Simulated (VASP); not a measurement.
# Y (Fm-3m) in VASP: a series of runs, part 2 of 2

VASP 6.6.1. The steps go on from the part before.

## Step 4: Single point, RPBE

This run uses another cell than the first one, of 33.24 Å³/atom, 1.020 times its volume.

INCAR reads:

```
PREC     = Accurate       # precision mode
ENCUT    = 520            # plane-wave cutoff, eV
EDIFF    = 1E-7           # SCF threshold, eV
ISMEAR   = 0              # smearing method
SIGMA    = 0.02           # smearing width, eV
LREAL    = F              # projectors in reciprocal space
LASPH    = T              # aspherical terms in the spheres
NELM     = 80             # most SCF steps
ALGO     = Normal         # electronic algorithm
ISIF     = 2              # what is computed and relaxed
LWAVE    = F              # write WAVECAR
LCHARG   = T              # write CHGCAR
GGA      = RP             # functional
LELF     = T              # ELF
LVHAR    = T            
NBANDS   = 12             # bands
```

KPOINTS reads:

```
Automatic mesh
0
Gamma
  9 9 9
```

POSCAR reads:

```
Y
1.0
    0.0000000000      2.5519910612      2.5519910612
    2.5519910612      0.0000000000      2.5519910612
    2.5519910612      2.5519910612      0.0000000000
Y
1
Direct
    0.0000000000      0.0000000000      0.0000000000
```

Potentials or basis: VASP PAW PBE potentials, release 64 (Y_sv).

Command:

```console
cat potpaw_PBE.64/Y_sv/POTCAR > POTCAR
mpirun -np 1 vasp_std > vasp.out
```

OUTCAR:

```text
PREC = Accurate
   ENCUT = 520
   EDIFF = 1E-7
   ISMEAR = 0
   LREAL = F
   LASPH = T
   NELM = 80
   ISIF = 2
   GGA = RP

 ion  position               nearest neighbor table
   1  0.000  0.000  0.000-

  LATTYP: Found a face centered cubic cell.
 ALAT       =     5.1039821224

  Lattice vectors:

 A1 = (   0.0000000000,   2.5519910612,   2.5519910612)
 A2 = (   2.5519910612,   0.0000000000,   2.5519910612)
 A3 = (   2.5519910612,   2.5519910612,   0.0000000000)

Analysis of symmetry for initial positions (statically):
=====================================================================
 Subroutine PRICEL returns:
 Original cell was already a primitive cell.

 Routine SETGRP: Setting up the symmetry group for a
 face centered cubic supercell.

 Subroutine GETGRP returns: Found 48 space group operations
 (whereof 48 operations were pure point group operations)
 out of a pool of 48 trial point group operations.

The static configuration has the point symmetry O_h .

Analysis of symmetry for dynamics (positions and initial velocities):
=====================================================================
 Subroutine PRICEL returns:
[... 159 lines left out ...]
 fundamental gap:      0.0638401179
 Fermi energy:         3.1299567562

 k-point     1 :       0.0000    0.0000    0.0000
  band No.  band energies     occupation
      1     -39.6949      2.00000
      2     -19.4082      2.00000
      3     -19.4082      2.00000
      4     -19.4082      2.00000
      5      -1.6205      2.00000
      6       4.8715      0.00000
      7       4.8715      0.00000
      8       4.8715      0.00000
      9       6.8263      0.00000
     10       6.8263      0.00000
     11      11.9696      0.00000
     12      15.2043      0.00000
[... 331 lines left out ...]
 k-point    24 :       0.4444    0.4444    0.0000
  band No.  band energies     occupation
      1     -39.6193      2.00000
      2     -19.8828      2.00000
      3     -19.5889      2.00000
      4     -19.5889      2.00000
      5       1.3906      2.00000
      6       2.3221      2.00000
      7       4.8847      0.00000
      8       8.1835      0.00000
      9       8.2416      0.00000
     10       8.2416      0.00000
     11      11.2124      0.00000
     12      11.2124      0.00000

 [... further k-points ...]
[... 5 lines left out ...]
  --------------------------------------------------------------------------------------
  -------------------------------------------------------------------------------------
  Total        0.1317684      0.1317684      0.1317684     -0.0000000     -0.0000000     -0.0000000
  in kB        6.3511775      6.3511775      6.3511775     -0.0000000     -0.0000000     -0.0000000
  external PRESSURE =       6.3511775 kB  Pullay stress =       0.0000000 kB

 VOLUME and BASIS-vectors are now :
 -----------------------------------------------------------------------------
  energy-cutoff  :      520.00
  volume of cell :       33.24
      direct lattice vectors                 reciprocal lattice vectors
     0.000000000  2.551991061  2.551991061    -0.195925451  0.195925451  0.195925451
     2.551991061  0.000000000  2.551991061     0.195925451 -0.195925451  0.195925451
     2.551991061  2.551991061  0.000000000     0.195925451  0.195925451 -0.195925451

 POSITION                                       TOTAL-FORCE (eV/Angst)
 -----------------------------------------------------------------------------------
      0.00000      0.00000      0.00000         0.000000      0.000000      0.000000
 -----------------------------------------------------------------------------------
    total drift:                               -0.000000     -0.000000     -0.000000

  FREE ENERGIE OF THE ION-ELECTRON SYSTEM (eV)
  ---------------------------------------------------
  free  energy   TOTEN  =        -6.0788378115 eV

  energy  without entropy=       -6.0781913600  energy(sigma->0) =       -6.07851459
```

OSZICAR:

```text
N       E                     dE             d eps       ncg     rms          rms(c)
DAV:   1     0.248030050107E+02    0.24803E+02   -0.55514E+03   848   0.820E+02
DAV:   2    -0.504879921230E+01   -0.29852E+02   -0.29083E+02  1024   0.166E+02
DAV:   3    -0.622275084483E+01   -0.11740E+01   -0.11608E+01  1168   0.217E+01
DAV:   4    -0.625557146637E+01   -0.32821E-01   -0.32811E-01   980   0.346E+00
DAV:   5    -0.625646864211E+01   -0.89718E-03   -0.89714E-03  1116   0.419E-01    0.219E+01
DAV:   6    -0.610550208301E+01    0.15097E+00   -0.19340E-01   892   0.299E+00    0.137E+01
DAV:   7    -0.608319508198E+01    0.22307E-01   -0.30618E-01   960   0.381E+00    0.117E+00
DAV:   8    -0.607891352807E+01    0.42816E-02   -0.41075E-02   972   0.153E+00    0.161E-01
DAV:   9    -0.607890431712E+01    0.92110E-05   -0.66758E-04  1040   0.219E-01    0.112E-01
DAV:  10    -0.607883565772E+01    0.68659E-04   -0.32756E-04   944   0.150E-01    0.498E-02
DAV:  11    -0.607883885122E+01   -0.31935E-05   -0.35391E-05   936   0.488E-02    0.117E-02
DAV:  12    -0.607883878457E+01    0.66656E-07   -0.16281E-06  1044   0.106E-02    0.116E-02
DAV:  13    -0.607883792844E+01    0.85612E-06   -0.96179E-07   956   0.693E-03    0.104E-03
DAV:  14    -0.607883779859E+01    0.12986E-06   -0.32686E-08   560   0.163E-03    0.484E-04
DAV:  15    -0.607883781149E+01   -0.12904E-07   -0.78085E-09   492   0.571E-04
   1 F= -.60788378E+01 E0= -.60785146E+01  d E =-.646452E-03
```

It took 14 s on 1 thread of AMD EPYC 7R13 (Zen 3), shared host; peak memory 0.14 GiB.

What came out:

| Quantity | Value |
| --- | --- |
| Free energy | -6.0788 eV |
| Pressure | 0.6 GPa |

Levels at points of the mesh, in eV from the Fermi level:
| k point | band 2 | band 3 | band 4 | band 5 | band 6 | band 7 | band 8 | band 9 |
| --- | --- | --- | --- | --- | --- | --- | --- | --- |
| (0.00, 0.00, 0.00) | -22.54 | -22.54 | -22.54 | -4.75 | 1.74 | 1.74 | 1.74 | 3.70 |

Caveat: the PAW data sets were made with another functional, which shifts forces and pressure a little.

## Step 5: Summary

```tsv
level	cell	smearing	gap on the mesh (eV)	pressure (GPa)
PBE	a = 3.585 Å, angles 60.0°, 1 atom	fermi-dirac 0.05 eV	none	-0.2
PBE	a = 3.680 Å, angles 60.0°, 1 atom	fermi-dirac 0.05 eV	none	-2.8
RPBE	a = 3.609 Å, angles 60.0°, 1 atom	gaussian 0.02 eV	none	0.6
```

Alike in all rows: task single point; potentials or basis VASP PAW PBE potentials, release 64 (Y_sv); no spin polarisation; k mesh 9 × 9 × 9; cutoff (eV) 520.

Caveats: the PAW data sets were made with another functional, which shifts forces and pressure a little (some runs).

Absolute energies hang on the potentials; compare differences alone.
